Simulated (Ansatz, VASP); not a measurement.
## One calculation of NaLa, two programs

```
CELL_PARAMETERS angstrom
3.60625 0.00000 0.00000
-1.80313 3.12310 0.00000
0.00000 0.00000 6.48378
ATOMIC_POSITIONS crystal
La 0.33333 0.66667 0.50000
Na 0.00000 0.00000 0.00000
```

Alike in both runs: functional BLYP; k mesh 5 × 5 × 3; occupations fermi-dirac, width 0.05 eV; no spin polarisation.

|  | VASP | Ansatz |
| --- | --- | --- |
| version | VASP 6.6.1 | Ansatz 0.2.0 |
| potentials or method | VASP PAW PBE potentials, release 64 (La, Na_sv) | Ansatz PAW |
| plane-wave cutoff (eV) | 1130 | 420 |
| valence electrons in the cell | 20 | 20 |
| task | single point | band structure |

VASP gave:

| Property | Result |
| --- | --- |
| gap on the k mesh at the Fermi level (eV) | none |
| pressure (GPa) | 0.9 |
| traceless stress, the component that is largest in VASP (GPa) | -0.62 |

Estimate Ansatz's values.

gap on the k mesh at the Fermi level (eV): none; pressure (GPa): 1.0; traceless stress, the component that is largest in VASP (GPa): -0.64.

VASP's potentials were made for PBE, not for BLYP. A gap of «none» marks a metal or a gap that the smearing closes. With one functional, cell and mesh, what is left measures potentials, basis and numerics.

The k mesh is coarse, so the values compare programs but aren't converged. Neither program's run includes spin-orbit coupling.
